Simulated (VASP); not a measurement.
Crystal: GaP.

```xyz
2
Lattice="0.0000 2.7254 2.7254 2.5750 0.0000 2.7254 2.5750 2.7254 0.0000" Properties=species:S:1:pos:R:3 pbc="T T T"
Ga    0.0000    0.0000    0.0000
P     1.2875    1.3627    1.3627
```

This cell differs from its parent crystal: uniaxial x strain -5.5%.

Base run:

| Quantity | Value |
| --- | --- |
| Program | VASP 6.6.1 |
| Functional | PBE |
| Potentials or basis | VASP PAW PBE potentials, release 64 (Ga_d, P) |
| Cutoff | 520 eV |
| k mesh | 8 × 8 × 8 |
| Occupations | fermi-dirac, width 0.02 eV |
| Spin | no spin polarisation |

Its results: band gap on the k mesh 0.99 eV, indirect (least direct gap 2.08 eV); pressure 7.9 GPa.

Problem. The run is repeated on the same cell with these changes: k mesh from 8 × 8 × 8 to 4 × 4 × 4; occupations from fermi-dirac, width 0.02 eV to gaussian, width 0.01 eV. What comes out?

Solution. Band gap on the k mesh 1.04 eV, indirect (least direct gap 2.07 eV); pressure 8.4 GPa.

Caveats: some runs use coarse meshes.

A k mesh can miss the band edges.
